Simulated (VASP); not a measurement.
# CoO (Fm-3m) in VASP: notebook, part 2 of 2

VASP 6.6.1. Earlier steps stand in the parts before.

## Step 3: Single point, PBE+U, collinear spin, ferromagnetic start

INCAR

```
SYSTEM = CoO
ALGO     = Normal         ! electronic algorithm
EDIFF    = 1E-6           ! SCF threshold, eV
ENCUT    = 520            ! plane-wave cutoff, eV
GGA      = PE             ! functional
ISIF     = 2              ! what is computed and relaxed
ISMEAR   = -5             ! smearing method
ISPIN    = 2              ! spin polarisation
LASPH    = .True.         ! aspherical terms in the spheres
LCHARG   = .True.         ! write CHGCAR
LDAU     = .True.         ! DFT+U
LDAUJ    = 0 0          
LDAUL    = -1 2           ! shell
LDAUPRINT= 1            
LDAUTYPE = 2            
LDAUU    = 0 3.32         ! U, eV
LELF     = .True.         ! ELF
LMAXMIX  = 4              ! l up to which the mixer works
LORBIT   = 11             ! projections on sites
LREAL    = .False.        ! projectors in reciprocal space
LVHAR    = .True.       
LWAVE    = .False.        ! write WAVECAR
MAGMOM   = 0 3            ! initial moments
NBANDS   = 18             ! bands
NELM     = 150            ! most SCF steps
PREC     = Accurate       ! precision mode
SIGMA    = 0.1            ! smearing width, eV
```

KPOINTS

```
k-points
0
Gamma
  8 8 8
  0 0 0
```

POSCAR

```
CoO
1.0
    0.0000000000      2.1290000000      2.1290000000
    2.1290000000      0.0000000000      2.1290000000
    2.1290000000      2.1290000000      0.0000000000
O Co
1 1
Direct
    0.5000000000      0.5000000000      0.5000000000
    0.0000000000      0.0000000000      0.0000000000
```

Potentials or basis: VASP PAW PBE potentials, release 64 (O, Co).

The run is started by

```bash
$ cat potpaw_PBE.64/O/POTCAR potpaw_PBE.64/Co/POTCAR > POTCAR
$ mpirun -np 1 vasp_std > vasp.out
```

OUTCAR:

```text
SYSTEM = CoO
   EDIFF = 1E-6
   ENCUT = 520
   GGA = PE
   ISIF = 2
   ISMEAR = -5
   ISPIN = 2
   LASPH = .True.
   LORBIT = 11
   LREAL = .False.
   NELM = 150
   PREC = Accurate

 ion  position               nearest neighbor table
   1  0.500  0.500  0.500-   2 2.13   2 2.13   2 2.13   2 2.13   2 2.13   2 2.13
   2  0.000  0.000  0.000-   1 2.13   1 2.13   1 2.13   1 2.13   1 2.13   1 2.13

  LATTYP: Found a face centered cubic cell.
 ALAT       =     4.2580000000

  Lattice vectors:

 A1 = (   0.0000000000,   2.1290000000,   2.1290000000)
 A2 = (   2.1290000000,   0.0000000000,   2.1290000000)
 A3 = (   2.1290000000,   2.1290000000,   0.0000000000)

Analysis of symmetry for initial positions (statically):
=====================================================================
 Subroutine PRICEL returns:
 Original cell was already a primitive cell.

 Routine SETGRP: Setting up the symmetry group for a
 face centered cubic supercell.

 Subroutine GETGRP returns: Found 48 space group operations
 (whereof 48 operations were pure point group operations)
 out of a pool of 48 trial point group operations.

The static configuration has the point symmetry O_h .

Analysis of symmetry for dynamics (positions and initial velocities):
=====================================================================
 Subroutine PRICEL returns:
 Original cell was already a primitive cell.

 Routine SETGRP: Setting up the symmetry group for a
 face centered cubic supercell.

 Subroutine GETGRP returns: Found 48 space group operations
 (whereof 48 operations were pure point group operations)
 out of a pool of 48 trial point group operations.

The dynamic configuration has the point symmetry O_h .

Analysis of structural, dynamic, and magnetic symmetry:
=====================================================================
 Subroutine PRICEL returns:
 Original cell was already a primitive cell.

 Routine SETGRP: Setting up the symmetry group for a
 face centered cubic supercell.

 Subroutine GETGRP returns: Found 48 space group operations
 (whereof 48 operations were pure point group operations)
 out of a pool of 48 trial point group operations.

The overall configuration has the point symmetry O_h .

 Subroutine INISYM returns: Found 48 space group operations
 (whereof 48 operations are pure point group operations),
 and found     1 'primitive' translations

----------------------------------------------------------------------------------------

                                     Primitive cell

  volume of cell :      19.3000

  direct lattice vectors                    reciprocal lattice vectors
     0.000000000  2.129000000  2.129000000    -0.234852043  0.234852043  0.234852043
     2.129000000  0.000000000  2.129000000     0.234852043 -0.234852043  0.234852043
     2.129000000  2.129000000  0.000000000     0.234852043  0.234852043 -0.234852043

  length of vectors
     3.010860674  3.010860674  3.010860674     0.406775671  0.406775671  0.406775671
[... 110 lines left out ...]
   U (eV)           for each species LDAUU =   0.0  3.3
   J (eV)           for each species LDAUJ =   0.0  0.0
   GGA     = PE    functional components
   LHFCALC =     F    Hartree Fock is set to
   AEXX    =    0.0000 exact exchange contribution
   IVDW    =     0    specifies the selected vdW correction
   LEPSILON=     F    determine dielectric tensor
   LRPA    =     F    only Hartree local field effects (RPA)
 spin polarized calculation
 Fermi weights with tetrahedron method with Bloechl corrections
  energy-cutoff  :      520.00
  volume of cell :       19.30
 maximum number of plane-waves:       534
 NGX is ok and might be reduce to    24
   NGX = 11   NGY = 11   NGZ = 11

atom =   2  type =  2  l = 2

 onsite density matrix

spin component  1

  0.9678  0.0000 -0.0000 -0.0000  0.0000
  0.0000  0.9678 -0.0000 -0.0000  0.0000
 -0.0000 -0.0000  1.0122 -0.0000 -0.0000
 -0.0000 -0.0000 -0.0000  0.9678 -0.0000
  0.0000  0.0000 -0.0000 -0.0000  1.0122

spin component  2

  0.6537 -0.0000  0.0000  0.0000 -0.0000
 -0.0000  0.6537  0.0000 -0.0000  0.0000
  0.0000  0.0000  0.1379  0.0000 -0.0000
  0.0000 -0.0000  0.0000  0.6537 -0.0000
 -0.0000  0.0000 -0.0000 -0.0000  0.1379

 occupancies and eigenvectors

  o =  0.1379  v =  0.0000  0.0000  0.0000  0.0000  0.0000  0.0000 -0.0000  0.0014  0.0000  1.0000      0.0000  0.0000  0.0000  0.0000  0.0000  0.0000  0.0000  0.0000  0.0000  0.0000
  o =  0.1379  v =  0.0000  0.0000  0.0000  0.0000  0.0000  0.0000  0.0000 -1.0000 -0.0000  0.0014      0.0000  0.0000  0.0000  0.0000  0.0000  0.0000  0.0000  0.0000  0.0000  0.0000
  o =  0.6537  v =  0.0000  0.0000  0.0000  0.0000  0.0000  0.0000  0.9533  0.0000 -0.3021  0.0000      0.0000  0.0000  0.0000  0.0000  0.0000  0.0000  0.0000  0.0000  0.0000  0.0000
  o =  0.6537  v =  0.0000  0.0000  0.0000  0.0000  0.0000  1.0000  0.0000  0.0000  0.0000  0.0000      0.0000  0.0000  0.0000  0.0000  0.0000  0.0000  0.0000  0.0000  0.0000  0.0000
  o =  0.6537  v =  0.0000  0.0000  0.0000  0.0000  0.0000  0.0000  0.3021 -0.0000  0.9533  0.0000      0.0000  0.0000  0.0000  0.0000  0.0000  0.0000  0.0000  0.0000  0.0000  0.0000
  o =  0.9678  v =  0.0000  0.9947  0.0000 -0.1030 -0.0000  0.0000  0.0000  0.0000  0.0000  0.0000      0.0000  0.0000  0.0000  0.0000  0.0000  0.0000  0.0000  0.0000  0.0000  0.0000
  o =  0.9678  v =  0.0000  0.1030  0.0000  0.9947  0.0000  0.0000  0.0000  0.0000  0.0000  0.0000      0.0000  0.0000  0.0000  0.0000  0.0000  0.0000  0.0000  0.0000  0.0000  0.0000
  o =  0.9678  v =  1.0000  0.0000  0.0000  0.0000  0.0000  0.0000  0.0000  0.0000  0.0000  0.0000      0.0000  0.0000  0.0000  0.0000  0.0000  0.0000  0.0000  0.0000  0.0000  0.0000
  o =  1.0122  v =  0.0000 -0.0000  1.0000 -0.0000  0.0008  0.0000  0.0000  0.0000  0.0000  0.0000      0.0000  0.0000  0.0000  0.0000  0.0000  0.0000  0.0000  0.0000  0.0000  0.0000
  o =  1.0122  v =  0.0000 -0.0000 -0.0008 -0.0000  1.0000  0.0000  0.0000  0.0000  0.0000  0.0000      0.0000  0.0000  0.0000  0.0000  0.0000  0.0000  0.0000  0.0000  0.0000  0.0000

 number of electron      15.0000007 magnetization       2.9977411

 Free energy of the ion-electron system (eV)
  ---------------------------------------------------
  ext. energy  EPLUGINS =         0.00000000
  ---------------------------------------------------
  free energy    TOTEN  =       -11.29189712 eV

  energy without entropy =      -11.29189712  energy(sigma->0) =      -11.29189712

 E-fermi :   7.3847     XC(G=0): -12.3966

 val. band max:        7.3957100710   @ k =   0.5000   0.2500   0.1250
 cond. band min:       7.3672568235   @ k =   0.3750   0.0000   0.0000
 fundamental gap:     -0.0284532475
 Fermi energy:         7.3847164873

 spin component 1

 k-point     1 :       0.0000    0.0000    0.0000
  band No.  band energies     occupation
      1     -12.1155      1.00000
      2       2.7802      1.00000
      3       2.7802      1.00000
      4       3.2307      1.00000
      5       3.2307      1.00000
      6       3.2307      1.00000
[... 1001 lines left out ...]
     17      36.3075      0.00000
     18      38.0211      0.00000

 [... further k-points ...]
[... 5 lines left out ...]
  --------------------------------------------------------------------------------------
  -------------------------------------------------------------------------------------
  Total       -0.2532151     -0.2532151     -0.2532151      0.0000000     -0.0000000     -0.0000000
  in kB      -21.0205098    -21.0205098    -21.0205098      0.0000000     -0.0000000     -0.0000000
  external PRESSURE =     -21.0205098 kB  Pullay stress =       0.0000000 kB

 VOLUME and BASIS-vectors are now :
 -----------------------------------------------------------------------------
  energy-cutoff  :      520.00
  volume of cell :       19.30
      direct lattice vectors                 reciprocal lattice vectors
     0.000000000  2.129000000  2.129000000    -0.234852043  0.234852043  0.234852043
     2.129000000  0.000000000  2.129000000     0.234852043 -0.234852043  0.234852043
     2.129000000  2.129000000  0.000000000     0.234852043  0.234852043 -0.234852043

 POSITION                                       TOTAL-FORCE (eV/Angst)
 -----------------------------------------------------------------------------------
      2.12900      2.12900      2.12900        -0.000000     -0.000000      0.000000
      0.00000      0.00000      0.00000         0.000000      0.000000      0.000000
 -----------------------------------------------------------------------------------
    total drift:                                0.000000     -0.000000     -0.000000

  FREE ENERGIE OF THE ION-ELECTRON SYSTEM (eV)
  ---------------------------------------------------
  free  energy   TOTEN  =       -11.2918971245 eV

  energy  without entropy=      -11.2918971245  energy(sigma->0) =      -11.29189712

 total charge

# of ion       s       p       d       tot
------------------------------------------
    1        1.552   3.448   0.000   5.001
    2        0.297   0.363   7.140   7.800
--------------------------------------------------
tot          1.850   3.811   7.140  12.801

 magnetization (x)

# of ion       s       p       d       tot
------------------------------------------
    1        0.023   0.234   0.000   0.258
    2        0.021   0.018   2.691   2.730
--------------------------------------------------
tot          0.044   0.252   2.691   2.988
```

Wall time 18 s (1 thread of Intel Xeon 6975P-C, shared host); peak memory 0.15 GiB.

Results:

| Quantity | Value |
| --- | --- |
| Free energy | -11.2919 eV |
| Pressure | -2.1 GPa |
| Band gap on the k mesh | zero (filled and empty bands overlap) |
| Net moment | 3.00 μB per cell |
| Site moments | O +0.26; Co +2.73 μB |
| Valence electrons inside the program's atomic spheres | O 5.00; Co 7.80 |

Eigenvalues of the final occupation matrices:
```tsv
site	spin	trace	eigenvalues
site 2 d	1	4.93	0.97 0.97 0.97 1.01 1.01
site 2 d	2	2.24	0.14 0.14 0.65 0.65 0.65
```

Caveat: a cell with one magnetic atom can't hold antiferromagnetic order, which such compounds often take; tetrahedron occupations give inexact forces and stress in metals.

## Step 4: Single point, PBE+U, collinear spin, ferromagnetic start

INCAR

```
ALGO = Normal ; EDIFF = 1E-7
ENCUT = 520 ; GGA = PE
ISIF = 2 ; ISMEAR = -1
ISPIN = 2 ; LASPH = T
LCHARG = T ; LDAU = T
LDAUJ = 0 0 ; LDAUL = -1 2
LDAUPRINT = 1 ; LDAUTYPE = 2
LDAUU = 0 3.32 ; LELF = T
LMAXMIX = 4 ; LORBIT = 11
LREAL = F ; LVHAR = T
LWAVE = F ; MAGMOM = 0 3
NBANDS = 18 ; NELM = 150
PREC = Accurate ; SIGMA = 0.03
```

KPOINTS

```
k-points
0
Gamma
  8 8 8
```

POSCAR is that of step 3.

The run is started by

```bash
$ cat potpaw_PBE.64/O/POTCAR potpaw_PBE.64/Co/POTCAR > POTCAR
$ mpirun -np 1 vasp_std > vasp.out
```

It took 22 s on 1 thread of Intel Xeon 6975P-C, shared host; peak memory 0.16 GiB.

Results (log left out):

```yaml
Free_energy: -11.2966 eV
Pressure: -1.5 GPa
Band_gap_on_the_k_mesh: zero (filled and empty bands overlap)
Net_moment: 3.00 μB per cell
Site_moments: O +0.26; Co +2.73 μB
Valence_electrons_inside_the_program's_atomic_spheres: O 5.00; Co 7.80
```

Levels at points of the mesh, in eV from the Fermi level:
Spin up:
| k point | band 6 | band 7 | band 8 | band 9 | band 10 | band 11 | band 12 | band 13 |
| --- | --- | --- | --- | --- | --- | --- | --- | --- |
| (0.00, 0.00, 0.00) | -4.17 | -2.41 | -2.41 | -2.41 | 1.59 | 17.45 | 17.75 | 17.75 |
| (0.50, 0.00, 0.00) | -3.54 | -2.63 | -0.15 | -0.15 | 5.65 | 9.92 | 13.96 | 13.96 |
| (0.50, 0.50, 0.00) | -3.64 | -3.64 | -3.25 | -3.25 | 6.36 | 10.49 | 11.42 | 16.34 |
Spin down:
| k point | band 2 | band 3 | band 4 | band 5 | band 6 | band 7 | band 8 | band 9 | band 10 | band 11 |
| --- | --- | --- | --- | --- | --- | --- | --- | --- | --- | --- |
| (0.00, 0.00, 0.00) | -1.91 | -1.91 | -1.91 | -1.13 | -1.13 | -1.13 | 1.76 | 1.76 | 2.11 | 17.30 |
| (0.50, 0.00, 0.00) | -7.05 | -3.74 | -3.74 | -0.10 | -0.10 | 0.20 | 4.15 | 4.15 | 5.90 | 10.71 |
| (0.50, 0.50, 0.00) | -5.78 | -3.18 | -3.18 | -2.20 | 0.05 | 0.05 | 2.26 | 2.66 | 7.30 | 10.88 |

Eigenvalues of the final occupation matrices:
| site | spin | trace | eigenvalues |
| --- | --- | --- | --- |
| site 2 d | 1 | 4.93 | 0.97 0.97 0.97 1.01 1.01 |
| site 2 d | 2 | 2.24 | 0.14 0.14 0.65 0.65 0.65 |

Caveat: a cell with one magnetic atom can't hold antiferromagnetic order, which such compounds often take. The state reached can hang on the start; a lower one may exist.

## Step 5: Single point, PBE+U, collinear spin, ferromagnetic start

INCAR

```
SYSTEM = CoO
ALGO = Normal
EDIFF = 1E-7
ENCUT = 520
GGA = PE
ISIF = 2
ISMEAR = -1
ISPIN = 2
LASPH = .True.
LCHARG = .True.
LDAU = .True.
LDAUJ = 0 0
LDAUL = -1 2
LDAUPRINT = 1
LDAUTYPE = 2
LDAUU = 0 3.32
LELF = .True.
LMAXMIX = 4
LORBIT = 11
LREAL = .False.
LVHAR = .True.
LWAVE = .False.
MAGMOM = 0 3
NBANDS = 18
NELM = 150
PREC = Accurate
SIGMA = 0.003
```

KPOINTS

```
k-points
0
Gamma
  8 8 8
  0 0 0
```

POSCAR is that of step 4.

The run is started by

```bash
$ cat potpaw_PBE.64/O/POTCAR potpaw_PBE.64/Co/POTCAR > POTCAR
$ mpirun -np 1 vasp_std > vasp.out
```

Wall time 22 s (1 thread of Intel Xeon 6975P-C, shared host); peak memory 0.16 GiB.

Results (log left out):

- Free energy: -11.2891 eV
- Pressure: -1.5 GPa
- Band gap on the k mesh: zero (filled and empty bands overlap)
- Net moment: 3.00 μB per cell
- Site moments: O +0.26; Co +2.73 μB
- Valence electrons inside the program's atomic spheres: O 5.00; Co 7.80

Levels at points of the mesh, in eV from the Fermi level:
Spin up:
```tsv
k point	band 6	band 7	band 8	band 9	band 10	band 11	band 12	band 13
(0.00, 0.00, 0.00)	-4.16	-2.41	-2.41	-2.41	1.59	17.45	17.75	17.75
(0.50, 0.00, 0.00)	-3.53	-2.63	-0.16	-0.16	5.65	9.91	13.96	13.96
(0.50, 0.50, 0.00)	-3.65	-3.65	-3.25	-3.25	6.36	10.48	11.42	16.34
```
Spin down:
| k point | band 2 | band 3 | band 4 | band 5 | band 6 | band 7 | band 8 | band 9 | band 10 | band 11 |
| --- | --- | --- | --- | --- | --- | --- | --- | --- | --- | --- |
| (0.00, 0.00, 0.00) | -1.92 | -1.92 | -1.92 | -1.13 | -1.13 | -1.13 | 1.76 | 1.76 | 2.11 | 17.29 |
| (0.50, 0.00, 0.00) | -7.06 | -3.74 | -3.74 | -0.10 | -0.10 | 0.20 | 4.15 | 4.15 | 5.90 | 10.70 |
| (0.50, 0.50, 0.00) | -5.79 | -3.19 | -3.19 | -2.20 | 0.05 | 0.05 | 2.26 | 2.66 | 7.30 | 10.88 |

Eigenvalues of the final occupation matrices:
| site | spin | trace | eigenvalues |
| --- | --- | --- | --- |
| site 2 d | 1 | 4.93 | 0.97 0.97 0.97 1.01 1.01 |
| site 2 d | 2 | 2.24 | 0.14 0.14 0.65 0.65 0.65 |

Caveat: a cell with one magnetic atom can't hold antiferromagnetic order, which such compounds often take.

## Step 6: The runs side by side

| smearing | gap on the mesh (eV) | pressure (GPa) | moment (μB) |
| --- | --- | --- | --- |
| fermi-dirac 0.03 eV | none | -1.5 | 3.00 |
| tetrahedron | none | -2.1 | 3.00 |
| fermi-dirac 0.003 eV | none | -1.5 | 3.00 |

Alike in all rows: task single point; level PBE+U; potentials or basis VASP PAW PBE potentials, release 64 (O, Co); spin collinear, ferromagnetic start; Co d U = 3.32 eV; cell as given; k mesh 8 × 8 × 8; cutoff (eV) 520.

Every run on the cell as given and a fine mesh finds a metal.

Caveats: a cell with one magnetic atom can't hold antiferromagnetic order, which such compounds often take; tetrahedron occupations give inexact forces and stress in metals (some runs).

Total energies depend on the potentials used, so only differences within one code and one set of settings carry meaning.
